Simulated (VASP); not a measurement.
Set up this calculation in VASP 6.6.1, as the native input.

* Task: relaxation of cell and atoms
* Functional: r2SCAN
* Dispersion: rVV10
* Potentials or basis: VASP PAW PBE potentials, release 64 (Mo_sv, S)
* Cutoff: 600 eV
* k mesh: 8 × 8 × 8
* Occupations: fermi-dirac, width 0.03 eV
* Spin: no spin polarisation
* Dipole correction: no
* Further INCAR settings: ALGO = Normal; EDIFF = 1e-06; IBRION = 2; EDIFFG = -0.01; NSW = 100; ISIF = 3

MoS2:

```
Mo S
1.0
     0.00000    2.90138    2.90138
     2.90138    0.00000    2.90138
     2.90138    2.90138    0.00000
Mo S
1 2
Direct
  0.00000 0.00000 0.00000
  0.75000 0.75000 0.75000
  0.25000 0.25000 0.25000
```

The input as run:

POSCAR

```
MoS2
1.0
    0.0000000000      2.9013844216      2.9013844216
    2.9013844216      0.0000000000      2.9013844216
    2.9013844216      2.9013844216      0.0000000000
Mo S
1 2
Direct
    0.0000000000      0.0000000000      0.0000000000
    0.7500000000      0.7500000000      0.7500000000
    0.2500000000      0.2500000000      0.2500000000
```

INCAR.step1

```
SYSTEM = MoS2
PREC = Accurate
ENCUT = 600
ISMEAR = -1
SIGMA = 0.03
LREAL = .FALSE.
LASPH = .TRUE.
NELM = 80
GGA = PE
ALGO = Normal
EDIFF = 1E-4
LWAVE = .TRUE.
LCHARG = .FALSE.
```

INCAR.step2

```
SYSTEM = MoS2
PREC = Accurate
ENCUT = 600
EDIFF = 1E-6
ISMEAR = -1
SIGMA = 0.03
LREAL = .FALSE.
LASPH = .TRUE.
NELM = 80
ALGO = Normal
ISIF = 3
LWAVE = .FALSE.
LCHARG = .FALSE.
METAGGA = R2SCAN
LMIXTAU = .TRUE.
LUSE_VDW = .TRUE.
IVDW_NL = 2
BPARAM = 11.95
CPARAM = 0.0093
IBRION = 2
NSW = 100
EDIFFG = -0.01
ISTART = 1
```

KPOINTS

```
regular mesh
0
G
  8 8 8
  0 0 0
```

Potentials or basis: VASP PAW PBE potentials, release 64 (Mo_sv, S).

The run is started by

```bash
$ cat potpaw_PBE.64/Mo_sv/POTCAR potpaw_PBE.64/S/POTCAR > POTCAR
$ cp INCAR.step1 INCAR
$ mpirun -np 1 vasp_std > vasp.out
$ cp INCAR.step2 INCAR
$ mpirun -np 1 vasp_std > vasp.out
```

It gave:

The relaxed volume is 16.70 Å³/atom and the relaxed cell is a = 4.138 Å, b = 4.138 Å, c = 4.138 Å, α = 60.00°, β = 60.00°, γ = 60.00°. The space group after relaxing (to 0.05 Å) is Fm-3m (No. 225). The energy gained by relaxing is 4.9 meV/atom and the ionic steps are 3. The pressure after relaxing is 0.0 GPa and the band gap on the k mesh is zero (band 13 reaches 8.87 eV, above the bottom of band 14 at 7.80 eV).

Caveat: the PAW data sets were made with another functional, which shifts forces and pressure a little.

It took 8.6 min on 1 thread of Intel(R) Xeon(R) 6975P-C (Granite Rapids), on a shared host, peak memory 0.41 GiB.
